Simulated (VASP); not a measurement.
# GaAs (m.bgw) (F-43m) in VASP: single point with PBEsol

Aim: the single point of GaAs (m.bgw) with PBEsol.

All numbers are computed with VASP 6.6.1; they aren't measurements. Logs are shortened: lines on timing, memory, paths and dates and some standing lists are left out, and cuts for length are marked.

## 1. The cell of the first run

Symmetry: F-43m, No. 216, cubic system. Conventional cell: a = 5.660 Å, b = 5.660 Å, c = 5.660 Å, α = 90.00°, β = 90.00°, γ = 90.00°. Within 3.2 Å of Ga (site symmetry -43m) lie 4 As at 2.45 Å. As (site symmetry -43m) has 4 Ga at 2.45 Å within 3.2 Å.

## 2. Single point, PBEsol

The input, INCAR:

```
SYSTEM = GaAs
PREC = Accurate
ENCUT = 500
EDIFF = 1E-6
ISMEAR = 0
SIGMA = 0.01
LREAL = .FALSE.
LASPH = .TRUE.
NELM = 120
ALGO = Normal
ISIF = 2
LWAVE = .FALSE.
LCHARG = .FALSE.
GGA = PS
NBANDS = 16
GGA_COMPAT = .FALSE.
```

The input, KPOINTS:

```
Automatic mesh
0
G
  4 4 4
  0 0 0
```

The input, POSCAR:

```
GaAs
1.0
    0.0000000000      2.8298453281      2.8298453281
    2.8298453281      0.0000000000      2.8298453281
    2.8298453281      2.8298453281      0.0000000000
Ga As
1 1
Direct
    0.0000000000      0.0000000000      0.0000000000
    0.2500000000      0.2500000000      0.2500000000
```

Potentials or basis: VASP PAW PBE potentials, release 64 (Ga_d, As).

On the command line:

```sh
cat potpaw_PBE.64/Ga_d/POTCAR potpaw_PBE.64/As/POTCAR > POTCAR
mpirun -np 1 vasp_std > vasp.out
```

OUTCAR:

```text
SYSTEM = GaAs
   PREC = Accurate
   ENCUT = 500
   EDIFF = 1E-6
   ISMEAR = 0
   LREAL = .FALSE.
   LASPH = .TRUE.
   NELM = 120
   ISIF = 2
   GGA = PS

 ion  position               nearest neighbor table
   1  0.000  0.000  0.000-   2 2.45   2 2.45   2 2.45   2 2.45
   2  0.250  0.250  0.250-   1 2.45   1 2.45   1 2.45   1 2.45

  LATTYP: Found a face centered cubic cell.
 ALAT       =     5.6596906562

  Lattice vectors:

 A1 = (   0.0000000000,   2.8298453281,   2.8298453281)
 A2 = (   2.8298453281,   0.0000000000,   2.8298453281)
 A3 = (   2.8298453281,   2.8298453281,   0.0000000000)

Analysis of symmetry for initial positions (statically):
=====================================================================
 Subroutine PRICEL returns:
 Original cell was already a primitive cell.

 Routine SETGRP: Setting up the symmetry group for a
 face centered cubic supercell.

 Subroutine GETGRP returns: Found 24 space group operations
 (whereof 24 operations were pure point group operations)
 out of a pool of 48 trial point group operations.

The static configuration has the point symmetry T_d .

Analysis of symmetry for dynamics (positions and initial velocities):
=====================================================================
 Subroutine PRICEL returns:
 Original cell was already a primitive cell.

 Routine SETGRP: Setting up the symmetry group for a
 face centered cubic supercell.

 Subroutine GETGRP returns: Found 24 space group operations
 (whereof 24 operations were pure point group operations)
 out of a pool of 48 trial point group operations.

The dynamic configuration has the point symmetry T_d .

 Subroutine INISYM returns: Found 24 space group operations
 (whereof 24 operations are pure point group operations),
 and found     1 'primitive' translations

----------------------------------------------------------------------------------------

                                     Primitive cell

  volume of cell :      45.3229

  direct lattice vectors                    reciprocal lattice vectors
     0.000000000  2.829845328  2.829845328    -0.176688102  0.176688102  0.176688102
     2.829845328  0.000000000  2.829845328     0.176688102 -0.176688102  0.176688102
     2.829845328  2.829845328  0.000000000     0.176688102  0.176688102 -0.176688102

  length of vectors
     4.002005642  4.002005642  4.002005642     0.306032770  0.306032770  0.306032770

  position of ions in fractional coordinates (direct lattice)
     0.000000000  0.000000000  0.000000000
     0.250000000  0.250000000  0.250000000

  ion indices of the primitive-cell ions
   primitive index   ion index
                 1           1
                 2           2

----------------------------------------------------------------------------------------

 KPOINTS: Automatic mesh

Automatic generation of k-mesh.
 Grid dimensions read from file:
 generate k-points for:    4    4    4

 Generating k-lattice:

  Cartesian coordinates                     Fractional coordinates (reciprocal lattice)
    -0.044172026  0.044172026  0.044172026     0.250000000  0.000000000  0.000000000
     0.044172026 -0.044172026  0.044172026     0.000000000  0.250000000  0.000000000
     0.044172026  0.044172026 -0.044172026     0.000000000  0.000000000  0.250000000

  Length of vectors
     0.076508192  0.076508192  0.076508192

  Shift w.r.t. Gamma in fractional coordinates (k-lattice)
     0.000000000  0.000000000  0.000000000

 Subroutine IBZKPT returns following result:
 ===========================================

 Found      8 irreducible k-points:

 Following reciprocal coordinates:
            Coordinates               Weight
  0.000000  0.000000  0.000000      1.000000
  0.250000  0.000000  0.000000      8.000000
  0.500000  0.000000  0.000000      4.000000
  0.250000  0.250000  0.000000      6.000000
  0.500000  0.250000  0.000000     24.000000
 -0.250000  0.250000  0.000000     12.000000
  0.500000  0.500000  0.000000      3.000000
 -0.250000  0.500000  0.250000      6.000000
   k-points           NKPTS =      8   k-points in BZ     NKDIM =      8   number of bands    NBANDS=     16
   number of dos      NEDOS =    301   number of ions     NIONS =      2
   total plane-waves  NPLWV =  27000
   dimension x,y,z NGX =    30 NGY =   30 NGZ =   30
   dimension x,y,z NGXF=    60 NGYF=   60 NGZF=   60
   ions per type =               1   1
   NGX,Y,Z   is equivalent  to a cutoff of  12.46, 12.46, 12.46 a.u.
   NGXF,Y,Z  is equivalent  to a cutoff of  24.92, 24.92, 24.92 a.u.
 SYSTEM =  GaAs
   PREC   = accura    normal or accurate (medium, high low for compatibility)
   ISTART =      0    job   : 0-new  1-cont  2-samecut
   ICHARG =      2    charge: 1-file 2-atom 10-const
   ISPIN  =      1    spin polarized calculation?
   LNONCOLLINEAR =      F non collinear calculations
   LSORBIT =      F    spin-orbit coupling
   LASPH  =      T    aspherical Exc in radial PAW
   ENCUT  =  500.0 eV  36.75 Ry    6.06 a.u.   7.30  7.30  7.30*2*pi/ulx,y,z
   NELM   =    120;   NELMIN=  2; NELMDL= -5     # of ELM steps
   EDIFF  = 0.1E-05   stopping-criterion for ELM
   LREAL  =      F    real-space projection
   EDIFFG = 0.1E-04   stopping-criterion for IOM
   NSW    =      0    number of steps for IOM
   IBRION =     -1    ionic relax: 0-MD 1-quasi-New 2-CG
   NFREE  =      0    steps in history (QN), initial steepest desc. (CG)
   ISIF   =      2    stress and relaxation
   ISYM   =      2    0-nonsym 1-usesym 2-fastsym
   POTIM  = 0.5000    time-step for ionic-motion
   TEBEG  =    0.0;   TEEND  =   0.0 temperature during run
   PSTRESS=    0.0 pullay stress
   NELECT =      18.0000    total number of electrons
   NUPDOWN=      -1.0000    fix difference up-down
   EMIN   =  10.00;   EMAX   =-10.00  energy-range for DOS
   EFERMI =   0.00;   METHOD = LEGACY
   ISMEAR =     0;   SIGMA  =   0.01  broadening in eV -4-tet -1-fermi 0-gaus
   EFERMI_NEDOS =   21; number of points for ismear=-14 and -15
   IALGO  =     38    algorithm
   IMIX   =      4    mixing-type and parameters
     AMIX     =   0.40;   BMIX     =  1.00
     AMIX_MAG =   1.60;   BMIX_MAG =  1.00
  volume/ion in A,a.u.               =      22.66       152.93
  Fermi-wavevector in a.u.,A,eV,Ry     =   1.203353  2.274007 19.702024  1.448058
  Thomas-Fermi vector in A             =   2.339109
   LORBIT       =      0    0 simple, 1 ext, 2 COOP (PROOUT), +10 PAW based schemes
   GGA     = PS    functional components
   LHFCALC =     F    Hartree Fock is set to
   AEXX    =    0.0000 exact exchange contribution
   IVDW    =     0    specifies the selected vdW correction
   LEPSILON=     F    determine dielectric tensor
   LRPA    =     F    only Hartree local field effects (RPA)
 non-spin polarized calculation
 Gauss-broadening in eV      SIGMA  =   0.01
  energy-cutoff  :      500.00
  volume of cell :       45.32
 maximum number of plane-waves:      1174
 NGX is ok and might be reduce to    30
   NGX = 15   NGY = 15   NGZ = 15

 number of electron      17.9999993 magnetization

 Free energy of the ion-electron system (eV)
  ---------------------------------------------------
  ext. energy  EPLUGINS =         0.00000000
  ---------------------------------------------------
  free energy    TOTEN  =        -8.90593568 eV

  energy without entropy =       -8.90593568  energy(sigma->0) =       -8.90593568

 E-fermi :   3.8699     XC(G=0):  -9.7350

 val. band max:        3.8268796762   @ k =   0.0000   0.0000   0.0000
 cond. band min:       4.2438864908   @ k =   0.0000   0.0000   0.0000
 fundamental gap:      0.4170068146
 Fermi energy:         3.8698738183

 k-point     1 :       0.0000    0.0000    0.0000
  band No.  band energies     occupation
      1     -11.0017      2.00000
      2     -11.0017      2.00000
      3     -11.0017      2.00000
      4     -10.9240      2.00000
      5     -10.9240      2.00000
      6      -8.9070      2.00000
[... 8 lines left out ...]
     15      13.8966      0.00000
     16      13.8966      0.00000

 k-point     2 :       0.2500    0.0000    0.0000
  band No.  band energies     occupation
      1     -11.0437      2.00000
      2     -10.9906      2.00000
      3     -10.9906      2.00000
      4     -10.9237      2.00000
      5     -10.9237      2.00000
      6      -8.2128      2.00000
[... 8 lines left out ...]
     15      12.7568      0.00000
     16      12.7568      0.00000

 k-point     3 :       0.5000    0.0000    0.0000
  band No.  band energies     occupation
      1     -11.0796      2.00000
      2     -10.9826      2.00000
      3     -10.9826      2.00000
      4     -10.9201      2.00000
      5     -10.9201      2.00000
      6      -7.1317      2.00000
[... 8 lines left out ...]
     15      15.5981      0.00000
     16      15.5981      0.00000

 k-point     4 :       0.2500    0.2500    0.0000
  band No.  band energies     occupation
      1     -11.0639      2.00000
      2     -10.9779      2.00000
      3     -10.9779      2.00000
      4     -10.9356      2.00000
      5     -10.9176      2.00000
      6      -7.9768      2.00000
[... 8 lines left out ...]
     15      14.8999      0.00000
     16      15.0451      0.00000

 k-point     5 :       0.5000    0.2500    0.0000
  band No.  band energies     occupation
      1     -11.0910      2.00000
      2     -10.9720      2.00000
      3     -10.9667      2.00000
      4     -10.9349      2.00000
      5     -10.9169      2.00000
      6      -6.8415      2.00000
[... 8 lines left out ...]
     15      15.7563      0.00000
     16      16.2610      0.00000

 k-point     6 :      -0.2500    0.2500    0.0000
  band No.  band energies     occupation
      1     -11.0764      2.00000
      2     -10.9789      2.00000
      3     -10.9767      2.00000
      4     -10.9259      2.00000
      5     -10.9237      2.00000
      6      -7.2596      2.00000
[... 8 lines left out ...]
     15      14.0381      0.00000
     16      16.3678      0.00000

 k-point     7 :       0.5000    0.5000    0.0000
  band No.  band energies     occupation
      1     -11.1109      2.00000
      2     -10.9529      2.00000
      3     -10.9529      2.00000
      4     -10.9497      2.00000
      5     -10.9112      2.00000
      6      -6.3850      2.00000
[... 8 lines left out ...]
     15      16.9921      0.00000
     16      17.0926      0.00000

 k-point     8 :      -0.2500    0.5000    0.2500
  band No.  band energies     occupation
      1     -11.0979      2.00000
      2     -10.9712      2.00000
      3     -10.9577      2.00000
      4     -10.9348      2.00000
      5     -10.9200      2.00000
      6      -6.3256      2.00000
[... 8 lines left out ...]
     15      15.9488      0.00000
     16      17.0105      0.00000

------------------------ aborting loop because EDIFF is reached ----------------------------------------

  FORCE on cell =-STRESS in cart. coord.  units (eV):
  Direction    XX          YY          ZZ          XY          YZ          ZX
  --------------------------------------------------------------------------------------
  -------------------------------------------------------------------------------------
  Total        0.1038966      0.1038966      0.1038966      0.0000000      0.0000000      0.0000000
  in kB        3.6727726      3.6727726      3.6727726      0.0000000      0.0000000      0.0000000
  external PRESSURE =       3.6727726 kB  Pullay stress =       0.0000000 kB

 VOLUME and BASIS-vectors are now :
 -----------------------------------------------------------------------------
  energy-cutoff  :      500.00
  volume of cell :       45.32
      direct lattice vectors                 reciprocal lattice vectors
     0.000000000  2.829845328  2.829845328    -0.176688102  0.176688102  0.176688102
     2.829845328  0.000000000  2.829845328     0.176688102 -0.176688102  0.176688102
     2.829845328  2.829845328  0.000000000     0.176688102  0.176688102 -0.176688102

 POSITION                                       TOTAL-FORCE (eV/Angst)
 -----------------------------------------------------------------------------------
      0.00000      0.00000      0.00000        -0.000000     -0.000000     -0.000000
      1.41492      1.41492      1.41492         0.000000      0.000000      0.000000
 -----------------------------------------------------------------------------------
    total drift:                               -0.000000     -0.000000      0.000000

  FREE ENERGIE OF THE ION-ELECTRON SYSTEM (eV)
  ---------------------------------------------------
  free  energy   TOTEN  =        -8.9059356833 eV

  energy  without entropy=       -8.9059356833  energy(sigma->0) =       -8.90593568
```

It used 24 s of CPU time on 1 thread of AMD EPYC 7R13 Processor (Zen 3), on a shared host.

What came out:

* Free energy: -8.9059 eV
* Pressure: 0.4 GPa
* Band gap on the k mesh: 0.42 eV, direct

Caveat: the k points lie up to 0.48 Å⁻¹ apart; the PAW data sets were made with another functional, which shifts forces and pressure a little. A k mesh can miss the band edges.
